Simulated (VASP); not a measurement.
CuI: single point with RPBE

The system is CuI.

```
CELL_PARAMETERS angstrom
0.00000 3.03150 3.03150
3.03150 0.00000 3.03150
3.03150 3.03150 0.00000
ATOMIC_POSITIONS crystal
Cu 0.25000 0.25000 0.25000
I 0.00000 0.00000 0.00000
```

- Program: VASP 6.6.1
- Task: single point
- Functional: RPBE
- Potentials or basis: VASP PAW PBE potentials, release 64 (Cu, I)
- Cutoff: 520 eV
- k mesh: 6 × 6 × 6
- Occupations: gaussian, width 0.01 eV
- Spin: no spin polarisation

```yaml
Pressure: 2.4 GPa
Band_gap_on_the_k_mesh: 1.28 eV
```

Levels at points of the mesh, in eV from the valence-band top:
```tsv
k point	band 5	band 6	band 7	band 8	band 9	band 10	band 11	band 12	band 13	band 14
(0.00, 0.00, 0.00)	-1.82	-1.82	0.00	0.00	0.00	1.28	4.89	4.89	4.89	8.39
(0.50, 0.00, 0.00)	-1.79	-1.79	-1.75	-0.70	-0.70	2.24	5.44	5.44	7.59	9.29
(0.50, 0.50, 0.00)	-1.84	-1.76	-1.73	-1.47	-1.47	2.83	2.97	9.34	9.80	9.80
```

Run time: 21 s on 1 thread of Intel Xeon 8259CL, with other jobs on the host, peak memory 0.18 GiB.

Caveat: the PAW data sets were made with another functional, which shifts forces and pressure a little; spin-orbit coupling is left out, which moves the levels of the heavy elements. Expect the measured gap to be larger: semilocal functionals such as RPBE lack the derivative discontinuity.
